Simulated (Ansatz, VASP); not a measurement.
**Two plane-wave programs on Ag**

```
Ag
1.0
     6.61277    0.00000    0.00000
     0.00000    6.61277    0.00000
     0.00000    0.00000    2.70400
Ag
4
Cartesian
  1.3475 3.3064 0.0000
  5.2653 3.3064 0.0000
  3.3064 1.3475 0.0000
  3.3064 5.2653 0.0000
```

Alike in both runs: task relaxation of cell and atoms; functional PBE; k mesh 4 × 4 × 6; occupations gaussian, width 0.1 eV; no spin polarisation.

```csv
,VASP,Ansatz
version,VASP 6.6.1,Ansatz 0.2.0
potentials or method,"VASP PAW PBE potentials, release 64 (Ag), cutoff 600 eV","scalar-relativistic, plane waves, PAW"
valence electrons in the cell,44,76
```

|  | VASP | Ansatz | Ansatz less VASP |
| --- | --- | --- | --- |
| gap on the k mesh at the Fermi level, each at its own relaxed structure (eV) | none | none | - |
| relaxed volume (Å³/atom) | 29.67 | 29.71 | +0.032 |
| relaxed length of the cell vector where the two differ most in proportion (Å) | 2.727 | 2.734 | +0.0064 |

A gap of «none» marks a metal or a gap that the smearing closes. VASP's potentials hold 44 valence electrons a cell and Ansatz's 76, so a difference there can come from the potentials and not from the codes.

The k mesh is coarse, so the values compare programs but aren't converged.
